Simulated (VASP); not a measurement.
Wanted: the native input for a VASP 6.6.1 run.

| Item | Value |
| --- | --- |
| Task | single point |
| Functional | PBE |
| Potentials or basis | VASP PAW PBE potentials, release 64 (Al, H) |
| Cutoff | 520 eV |
| k mesh | 9 × 9 × 1 |
| Occupations | gaussian, width 0.1 eV |
| Spin | no spin polarisation |
| Dipole correction | yes |
| Further INCAR settings | ALGO = Normal; EDIFF = 1e-06; NBANDS = 25 |

The structure of Al9H lies in POSCAR:

```
Al9H
1.0
    2.8535431556      0.0000000000      0.0000000000
   -1.4267715778      2.4712408635      0.0000000000
    0.0000000000      0.0000000000     34.2605580981
Al H
9 1
Direct
    0.3333333333      0.6666666667      0.1167523304
    0.0000000000      0.0000000000      0.1852090274
    0.6666666667      0.3333333333      0.2536657244
    0.0000000000      0.0000000000      0.3221224214
    0.3333333333      0.6666666667      0.3899858430
    0.0000000000      0.0000000000      0.4578168584
    0.6666666667      0.3333333333      0.5268325047
    0.0000000000      0.0000000000      0.5950901730
    0.3333333333      0.6666666667      0.6839158081
    1.0000000000      1.0000000000      0.6498347063
```

One way to write it, as run:

INCAR

```
SYSTEM = Al9H
ALGO     = Normal         ! electronic algorithm
DIPOL    = 0.5 0.5 0.418
EDIFF    = 1E-6           ! SCF threshold, eV
ENCUT    = 520            ! plane-wave cutoff, eV
GGA      = PE             ! functional
IDIPOL   = 3            
ISIF     = 2              ! what is computed and relaxed
ISMEAR   = 0              ! smearing method
LASPH    = .TRUE.         ! aspherical terms in the spheres
LCHARG   = .FALSE.        ! write CHGCAR
LDIPOL   = .TRUE.       
LREAL    = .FALSE.        ! projectors in reciprocal space
LWAVE    = .FALSE.        ! write WAVECAR
NBANDS   = 25             ! bands
NELM     = 60             ! most SCF steps
PREC     = Accurate       ! precision mode
SIGMA    = 0.1            ! smearing width, eV
```

KPOINTS

```
k-points
0
G
  9 9 1
  0 0 0
```

Potentials or basis: VASP PAW PBE potentials, release 64 (Al, H).

The run is started by

```bash
$ cat potpaw_PBE.64/Al/POTCAR potpaw_PBE.64/H/POTCAR > POTCAR
$ mpirun -np 1 vasp_std > vasp.out
```

It gave:

| Property | Result |
| --- | --- |
| Largest force | 0.179 eV/Å |
| Band gap on the k mesh | zero (bands 14 and 15 overlap by 3.36 eV) |

It took 99 s on 1 thread of Intel(R) Xeon(R) 6975P-C (Granite Rapids), with other jobs on the host, peak memory 0.37 GiB.
